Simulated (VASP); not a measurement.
# ZnS (F-43m) in VASP: a series of runs

ZnS is run at these levels: PBE; tasks: single point.

Program: VASP 6.6.1. These are calculated values, not measurements. Logs are shortened: lines on timing, memory, paths and dates and some standing lists are left out, and cuts for length are marked.

**Experimental background.**

From “Electronic, vibrational, and thermodynamic properties of ZnS (zincblende and rocksalt structure)”, 2009, arxiv:0911.5022, for a bulk crystal of ZnS at 19 K: band gap 3.85 eV (direct).

How close the calculation comes is told below.

## Step 1: The cell of the first run

It takes space group F-43m (No. 216, cubic). Conventional cell: a = 5.443 Å, b = 5.443 Å, c = 5.443 Å, α = 90.00°, β = 90.00°, γ = 90.00°. Zn (site symmetry -43m) has 4 S at 2.36 Å within 3.1 Å. S (site symmetry -43m) has 4 Zn at 2.36 Å within 3.1 Å.

## Step 2: Single point, PBE

Input file INCAR:

```
SYSTEM = ZnS
ALGO = Normal ; EDIFF = 1E-7
ENCUT = 520 ; GGA = PE
ISIF = 2 ; ISMEAR = -1
LASPH = .TRUE. ; LCHARG = .FALSE.
LREAL = .FALSE. ; LWAVE = .FALSE.
NBANDS = 16 ; NELM = 60
PREC = Accurate ; SIGMA = 0.02
```

Input file KPOINTS:

```
k-points
0
G
  8 8 8
  0 0 0
```

Input file POSCAR:

```
ZnS
1.0
    0.0000000000      2.7214990586      2.7214990586
    2.7214990586      0.0000000000      2.7214990586
    2.7214990586      2.7214990586      0.0000000000
Zn S
1 1
Direct
    0.2500000000      0.2500000000      0.2500000000
    0.0000000000      0.0000000000      0.0000000000
```

Potentials or basis: VASP PAW PBE potentials, release 64 (Zn, S).

Started as:

```sh
$ cat potpaw_PBE.64/Zn/POTCAR potpaw_PBE.64/S/POTCAR > POTCAR
$ mpirun -np 1 vasp_std > vasp.out
```

OUTCAR:

```text
SYSTEM = ZnS
   EDIFF = 1E-7
   ENCUT = 520
   GGA = PE
   ISIF = 2
   ISMEAR = -1
   LASPH = .TRUE.
   LREAL = .FALSE.
   NELM = 60
   PREC = Accurate

 ion  position               nearest neighbor table
   1  0.250  0.250  0.250-   2 2.36   2 2.36   2 2.36   2 2.36
   2  0.000  0.000  0.000-   1 2.36   1 2.36   1 2.36   1 2.36

  LATTYP: Found a face centered cubic cell.
 ALAT       =     5.4429981172

  Lattice vectors:

 A1 = (   0.0000000000,   2.7214990586,   2.7214990586)
 A2 = (   2.7214990586,   0.0000000000,   2.7214990586)
 A3 = (   2.7214990586,   2.7214990586,   0.0000000000)

Analysis of symmetry for initial positions (statically):
=====================================================================
 Subroutine PRICEL returns:
 Original cell was already a primitive cell.

 Routine SETGRP: Setting up the symmetry group for a
 face centered cubic supercell.

 Subroutine GETGRP returns: Found 24 space group operations
 (whereof 24 operations were pure point group operations)
 out of a pool of 48 trial point group operations.

The static configuration has the point symmetry T_d .

Analysis of symmetry for dynamics (positions and initial velocities):
=====================================================================
 Subroutine PRICEL returns:
 Original cell was already a primitive cell.

 Routine SETGRP: Setting up the symmetry group for a
 face centered cubic supercell.

 Subroutine GETGRP returns: Found 24 space group operations
 (whereof 24 operations were pure point group operations)
 out of a pool of 48 trial point group operations.

The dynamic configuration has the point symmetry T_d .

 Subroutine INISYM returns: Found 24 space group operations
 (whereof 24 operations are pure point group operations),
 and found     1 'primitive' translations

----------------------------------------------------------------------------------------

                                     Primitive cell

  volume of cell :      40.3139

  direct lattice vectors                    reciprocal lattice vectors
     0.000000000  2.721499059  2.721499059    -0.183722276  0.183722276  0.183722276
     2.721499059  0.000000000  2.721499059     0.183722276 -0.183722276  0.183722276
     2.721499059  2.721499059  0.000000000     0.183722276  0.183722276 -0.183722276

  length of vectors
     3.848780879  3.848780879  3.848780879     0.318216316  0.318216316  0.318216316

  position of ions in fractional coordinates (direct lattice)
     0.250000000  0.250000000  0.250000000
     0.000000000  0.000000000  0.000000000

  ion indices of the primitive-cell ions
   primitive index   ion index
                 1           1
                 2           2

----------------------------------------------------------------------------------------

 KPOINTS: k-points

Automatic generation of k-mesh.
 Grid dimensions read from file:
 generate k-points for:    8    8    8

 Generating k-lattice:

  Cartesian coordinates                     Fractional coordinates (reciprocal lattice)
    -0.022965284  0.022965284  0.022965284     0.125000000  0.000000000  0.000000000
     0.022965284 -0.022965284  0.022965284     0.000000000  0.125000000  0.000000000
     0.022965284  0.022965284 -0.022965284     0.000000000  0.000000000  0.125000000

  Length of vectors
     0.039777039  0.039777039  0.039777039

  Shift w.r.t. Gamma in fractional coordinates (k-lattice)
     0.000000000  0.000000000  0.000000000

 Subroutine IBZKPT returns following result:
 ===========================================

 Found     29 irreducible k-points:

 Following reciprocal coordinates:
            Coordinates               Weight
  0.000000  0.000000  0.000000      1.000000
  0.125000  0.000000  0.000000      8.000000
  0.250000  0.000000  0.000000      8.000000
  0.375000  0.000000  0.000000      8.000000
  0.500000  0.000000  0.000000      4.000000
  0.125000  0.125000  0.000000      6.000000
[... 16 lines left out ...]
  0.500000  0.250000  0.125000     48.000000
 -0.375000  0.250000  0.125000     24.000000
 [... further k-points ...]
   k-points           NKPTS =     29   k-points in BZ     NKDIM =     29   number of bands    NBANDS=     16
   number of dos      NEDOS =    301   number of ions     NIONS =      2
   total plane-waves  NPLWV =  27000
   dimension x,y,z NGX =    30 NGY =   30 NGZ =   30
   dimension x,y,z NGXF=    60 NGYF=   60 NGZF=   60
   ions per type =               1   1
   NGX,Y,Z   is equivalent  to a cutoff of  12.96, 12.96, 12.96 a.u.
   NGXF,Y,Z  is equivalent  to a cutoff of  25.92, 25.92, 25.92 a.u.
 SYSTEM =  ZnS
   PREC   = accura    normal or accurate (medium, high low for compatibility)
   ISTART =      0    job   : 0-new  1-cont  2-samecut
   ICHARG =      2    charge: 1-file 2-atom 10-const
   ISPIN  =      1    spin polarized calculation?
   LNONCOLLINEAR =      F non collinear calculations
   LSORBIT =      F    spin-orbit coupling
   LASPH  =      T    aspherical Exc in radial PAW
   ENCUT  =  520.0 eV  38.22 Ry    6.18 a.u.   7.16  7.16  7.16*2*pi/ulx,y,z
   NELM   =     60;   NELMIN=  2; NELMDL= -5     # of ELM steps
   EDIFF  = 0.1E-06   stopping-criterion for ELM
   LREAL  =      F    real-space projection
   EDIFFG = 0.1E-05   stopping-criterion for IOM
   NSW    =      0    number of steps for IOM
   IBRION =     -1    ionic relax: 0-MD 1-quasi-New 2-CG
   NFREE  =      0    steps in history (QN), initial steepest desc. (CG)
   ISIF   =      2    stress and relaxation
   ISYM   =      2    0-nonsym 1-usesym 2-fastsym
   POTIM  = 0.5000    time-step for ionic-motion
   TEBEG  =    0.0;   TEEND  =   0.0 temperature during run
   PSTRESS=    0.0 pullay stress
   NELECT =      18.0000    total number of electrons
   NUPDOWN=      -1.0000    fix difference up-down
   EMIN   =  10.00;   EMAX   =-10.00  energy-range for DOS
   EFERMI =   0.00;   METHOD = LEGACY
   ISMEAR =    -1;   SIGMA  =   0.02  broadening in eV -4-tet -1-fermi 0-gaus
   EFERMI_NEDOS =   21; number of points for ismear=-14 and -15
   IALGO  =     38    algorithm
   IMIX   =      4    mixing-type and parameters
     AMIX     =   0.40;   BMIX     =  1.00
     AMIX_MAG =   1.60;   BMIX_MAG =  1.00
  volume/ion in A,a.u.               =      20.16       136.03
  Fermi-wavevector in a.u.,A,eV,Ry     =   1.251260  2.364538 21.301975  1.565651
  Thomas-Fermi vector in A             =   2.385216
   LORBIT       =      0    0 simple, 1 ext, 2 COOP (PROOUT), +10 PAW based schemes
   GGA     = PE    functional components
   LHFCALC =     F    Hartree Fock is set to
   AEXX    =    0.0000 exact exchange contribution
   IVDW    =     0    specifies the selected vdW correction
   LEPSILON=     F    determine dielectric tensor
   LRPA    =     F    only Hartree local field effects (RPA)
 non-spin polarized calculation
  energy-cutoff  :      520.00
  volume of cell :       40.31
 maximum number of plane-waves:      1106
 NGX is ok and might be reduce to    30
   NGX = 15   NGY = 15   NGZ = 15

 number of electron      18.0000008 magnetization

 Free energy of the ion-electron system (eV)
  ---------------------------------------------------
  ext. energy  EPLUGINS =         0.00000000
  ---------------------------------------------------
  free energy    TOTEN  =        -6.85234328 eV

  energy without entropy =       -6.85234328  energy(sigma->0) =       -6.85234328

 E-fermi :   2.3413     XC(G=0):  -9.5287

 val. band max:        1.9081899625   @ k =   0.0000   0.0000   0.0000
 cond. band min:       3.9286107387   @ k =   0.0000   0.0000   0.0000
 fundamental gap:      2.0204207762
 Fermi energy:         2.3413450131

 k-point     1 :       0.0000    0.0000    0.0000
  band No.  band energies     occupation
      1     -11.0841      2.00000
      2      -4.3474      2.00000
      3      -4.3474      2.00000
      4      -4.3474      2.00000
      5      -3.8745      2.00000
      6      -3.8745      2.00000
[... 8 lines left out ...]
     15      13.6455      0.00000
     16      13.6587      0.00000

 k-point     2 :       0.1250    0.0000    0.0000
  band No.  band energies     occupation
      1     -10.9717      2.00000
      2      -4.3444      2.00000
      3      -4.3274      2.00000
      4      -4.3274      2.00000
      5      -3.8760      2.00000
      6      -3.8760      2.00000
[... 8 lines left out ...]
     15      13.0626      0.00000
     16      14.4529      0.00000

 k-point     3 :       0.2500    0.0000    0.0000
  band No.  band energies     occupation
      1     -10.6789      2.00000
      2      -4.2933      2.00000
      3      -4.2834      2.00000
      4      -4.2834      2.00000
      5      -3.8729      2.00000
      6      -3.8729      2.00000
[... 8 lines left out ...]
     15      12.8634      0.00000
     16      14.0551      0.00000

 k-point     4 :       0.3750    0.0000    0.0000
  band No.  band energies     occupation
      1     -10.3477      2.00000
      2      -4.2485      2.00000
      3      -4.2485      2.00000
      4      -4.0760      2.00000
      5      -3.8570      2.00000
      6      -3.8570      2.00000
[... 8 lines left out ...]
     15      13.9462      0.00000
     16      13.9462      0.00000
[... 324 lines left out ...]
 k-point    22 :       0.3750    0.2500    0.1250
  band No.  band energies     occupation
      1     -10.4498      2.00000
      2      -4.3167      2.00000
      3      -4.2203      2.00000
      4      -4.1930      2.00000
      5      -3.8949      2.00000
      6      -3.8385      2.00000
[... 8 lines left out ...]
     15      14.6343      0.00000
     16      16.8569      0.00000

 k-point    23 :       0.5000    0.2500    0.1250
  band No.  band energies     occupation
      1     -10.1734      2.00000
      2      -4.2370      2.00000
      3      -4.1904      2.00000
      4      -4.0471      2.00000
      5      -3.8569      2.00000
      6      -3.8021      2.00000
[... 8 lines left out ...]
     15      15.5617      0.00000
     16      16.1441      0.00000

 k-point    24 :      -0.3750    0.2500    0.1250
  band No.  band energies     occupation
      1     -10.0501      2.00000
      2      -4.2232      2.00000
      3      -4.1705      2.00000
      4      -3.9221      2.00000
      5      -3.8621      2.00000
      6      -3.6158      2.00000
[... 8 lines left out ...]
     15      15.2905      0.00000
     16      16.0693      0.00000

 [... further k-points ...]

------------------------ aborting loop because EDIFF is reached ----------------------------------------

  FORCE on cell =-STRESS in cart. coord.  units (eV):
  Direction    XX          YY          ZZ          XY          YZ          ZX
  --------------------------------------------------------------------------------------
  -------------------------------------------------------------------------------------
  Total        0.0451272      0.0451272      0.0451272      0.0000000     -0.0000000     -0.0000000
  in kB        1.7934729      1.7934729      1.7934729      0.0000000     -0.0000000     -0.0000000
  external PRESSURE =       1.7934729 kB  Pullay stress =       0.0000000 kB

 VOLUME and BASIS-vectors are now :
 -----------------------------------------------------------------------------
  energy-cutoff  :      520.00
  volume of cell :       40.31
      direct lattice vectors                 reciprocal lattice vectors
     0.000000000  2.721499059  2.721499059    -0.183722276  0.183722276  0.183722276
     2.721499059  0.000000000  2.721499059     0.183722276 -0.183722276  0.183722276
     2.721499059  2.721499059  0.000000000     0.183722276  0.183722276 -0.183722276

 POSITION                                       TOTAL-FORCE (eV/Angst)
 -----------------------------------------------------------------------------------
      1.36075      1.36075      1.36075        -0.000000     -0.000000     -0.000000
      0.00000      0.00000      0.00000         0.000000      0.000000      0.000000
 -----------------------------------------------------------------------------------
    total drift:                                0.000000      0.000000      0.000000

  FREE ENERGIE OF THE ION-ELECTRON SYSTEM (eV)
  ---------------------------------------------------
  free  energy   TOTEN  =        -6.8523432776 eV

  energy  without entropy=       -6.8523432776  energy(sigma->0) =       -6.85234328
```

Run time: 19 s. Hardware: 1 thread of AMD EPYC 7R13, shared host; peak memory 0.14 GiB.

Results:

```
Free energy            : -6.8523 eV
Pressure               : 0.2 GPa
Band gap on the k mesh : 2.02 eV
```

Levels at points of the mesh, in eV from the valence-band top:
```csv
k point,band 7,band 8,band 9,band 10,band 11,band 12
"(0.00, 0.00, 0.00)",0.00,0.00,0.00,2.02,6.41,6.41
"(0.50, 0.00, 0.00)",-5.15,-0.83,-0.83,3.27,6.94,6.94
"(0.50, 0.50, 0.00)",-4.47,-2.14,-2.14,3.46,4.07,10.83
```

## Step 3: Single point, PBE

This run uses another cell than the first one, of 19.55 Å³/atom.

Input file INCAR:

```
  PREC = Accurate
  ENCUT = 520
  EDIFF = 1E-6
  ISMEAR = -1
  SIGMA = 0.02
  LREAL = False
  LASPH = True
  NELM = 80
  ALGO = Normal
  ISIF = 2
  LWAVE = False
  LCHARG = False
  GGA = PE
  NBANDS = 16
```

Input file KPOINTS:

```
regular mesh
0
Gamma
  8 8 8
```

Input file POSCAR:

```
ZnS
1.0
    0.0000000000      2.6940955616      2.6940955616
    2.6940955616      0.0000000000      2.6940955616
    2.6940955616      2.6940955616      0.0000000000
Zn S
1 1
Direct
    0.2500000000      0.2500000000      0.2500000000
    0.0000000000      0.0000000000      0.0000000000
```

Potentials or basis: VASP PAW PBE potentials, release 64 (Zn, S).

Started as:

```sh
$ cat potpaw_PBE.64/Zn/POTCAR potpaw_PBE.64/S/POTCAR > POTCAR
$ mpirun -np 1 vasp_std > vasp.out
```

Wall time 17 s (1 thread of AMD EPYC 7R13, shared host); peak memory 0.13 GiB.

The run converged. Its results:

```
Free energy            : -6.8425 eV
Pressure               : 2.5 GPa
Band gap on the k mesh : 2.15 eV
```

Levels at points of the mesh, in eV from the valence-band top:
```
           k point  band 6  band 7  band 8  band 9  band 10  band 11  band 12  band 13
(0.00, 0.00, 0.00)   -5.87    0.00    0.00    0.00     2.15     6.39     6.39     6.39
(0.50, 0.00, 0.00)   -5.66   -5.35   -0.88   -0.88     3.33     6.92     6.92     8.91
(0.50, 0.50, 0.00)   -5.65   -4.59   -2.25   -2.25     3.39     4.07    11.04    12.03
```

PBE gaps usually lie below the measured ones, often by a third to a half.

## Step 4: How close it comes

Step 2. Measured gap of ZnS: 3.85 eV (direct; 19 K; quoted in “Electronic, vibrational, and thermodynamic properties of ZnS (zincblende and rocksalt structure)”, 2009, arxiv:0911.5022). This calculation gives 2.02 eV (-1.83 eV). The value is that of PBE, without temperature or zero-point motion. Semilocal functionals fall short of measured gaps as a rule.
